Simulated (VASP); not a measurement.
Input of a VASP 6.6.1 run:

The input INCAR:

```
SYSTEM = Pd
PREC = Accurate
ENCUT = 600
EDIFF = 1E-6
ISMEAR = -1
SIGMA = 0.05
LREAL = .FALSE.
LASPH = .TRUE.
NELM = 100
ALGO = Normal
ISIF = 3
LWAVE = .FALSE.
LCHARG = .FALSE.
GGA = PE
IBRION = 2
NSW = 60
EDIFFG = -0.005
```

The input KPOINTS:

```
Automatic mesh
0
G
  17 17 9
  0 0 0
```

File POSCAR:

```
Pd
1.0
    2.7983685316      0.0000000000      0.0000000000
   -1.3991842658      2.4234582375      0.0000000000
    0.0000000000      0.0000000000      4.5333570212
Pd
2
Direct
    0.3333333333      0.6666666667      0.2500000000
    0.6666666667      0.3333333333      0.7500000000
```

Potentials or basis: VASP PAW PBE potentials, release 64 (Pd).

Launch:

```console
$ cat potpaw_PBE.64/Pd/POTCAR > POTCAR
$ mpirun -np 1 vasp_std > vasp.out
```

(1) Estimate the relaxed volume.

(2) What does it give for the space group after relaxing (to 0.05 Å)?

(3) Predict the band gap on the k mesh.

## Answers

(1) 15.37 Å³/atom.

(2) P6_3/mmc (No. 194).

(3) zero (band 10 reaches 9.29 eV, above the bottom of band 11 at 8.53 eV).
